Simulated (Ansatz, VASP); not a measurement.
# One calculation of AgCl, two programs

```
Ag Cl
1.0
     4.30099    0.00000    0.00000
    -2.15049    3.72476    0.00000
     0.00000    0.00000    6.94775
Ag Cl
2 2
Direct
  0.66667 0.33333 0.49908
  0.33333 0.66667 0.99908
  0.66667 0.33333 0.87792
  0.33333 0.66667 0.37792
```

Alike in both runs: task relaxation of cell and atoms; functional PBE; k mesh 9 × 9 × 4; occupations gaussian, width 0.02 eV; no spin polarisation.

|  | VASP | Ansatz |
| --- | --- | --- |
| version | VASP 6.6.1 | Ansatz 0.2.0 |
| potentials or method | VASP PAW PBE potentials, release 64 (Ag, Cl), cutoff 600 eV | scalar-relativistic, plane waves, PAW |
| valence electrons in the cell | 36 | 52 |

|  | VASP | Ansatz | Ansatz less VASP |
| --- | --- | --- | --- |
| gap on the k mesh at the Fermi level, each at its own relaxed structure (eV) | 1.30 | 1.31 | +0.003 |
| relaxed volume (Å³/atom) | 27.76 | 27.83 | +0.064 |
| relaxed length of the cell vector where the two differ most in proportion (Å) | 4.298 | 4.301 | +0.0034 |

VASP's potentials hold 36 valence electrons a cell and Ansatz's 52, so a difference there can come from the potentials and not from the codes.
